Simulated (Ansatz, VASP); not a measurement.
# GaN in VASP and in Ansatz

The input INCAR:

```
  ALGO = Normal
  EDIFF = 1E-6
  ENCUT = 1330
  GGA = CA
  GGA_COMPAT = False
  ISIF = 2
  ISMEAR = 0
  LASPH = True
  LCHARG = False
  LREAL = False
  LWAVE = False
  NBANDS = 16
  NELM = 120
  PREC = Accurate
  SIGMA = 0.01
```

File KPOINTS:

```
k-points
0
Gamma
  8 8 8
```

POSCAR

```
GaN
1.0
    0.0000000000      2.2535006100      2.2535006100
    2.2535006100      0.0000000000      2.2535006100
    2.2535006100      2.2535006100      0.0000000000
Ga N
1 1
Direct
    0.0000000000      0.0000000000      0.0000000000
    0.7500000000      0.7500000000      0.7500000000
```

Input for Ansatz:

```yaml
crystal:
  lattice:
    - [0.0, 2.25350061, 2.25350061]
    - [2.25350061, 0.0, 2.25350061]
    - [2.25350061, 2.25350061, 0.0]
  atoms:
    - { symbol: Ga, position: [0.0, 0.0, 0.0] }
    - { symbol: "N", position: [0.75, 0.75, 0.75] }
kpoints:
  mp_grid:
    grid: [8, 8, 8]
hamiltonian:
  xc: lda
scf:
  occupations:
    method: fixed
output:
  stress: true
```

Alike in both runs: task single point; functional LDA; k mesh 8 × 8 × 8; no spin polarisation.

```csv
,VASP,Ansatz
version,VASP 6.6.1,Ansatz 0.2.0
potentials or method,"VASP PAW LDA potentials, release 64 (Ga_d, N_h)","plane waves, PAW"
plane-wave cutoff (eV),1330,420
occupations,"gaussian, width 0.01 eV",fixed
valence electrons in the cell,18,18
```

```tsv
	VASP	Ansatz	Ansatz less VASP
pressure (GPa)	-5.6	-6.5	-0.85
```

LDA's correlation is that of Perdew and Zunger in VASP and of Perdew and Wang (1992) in Ansatz.
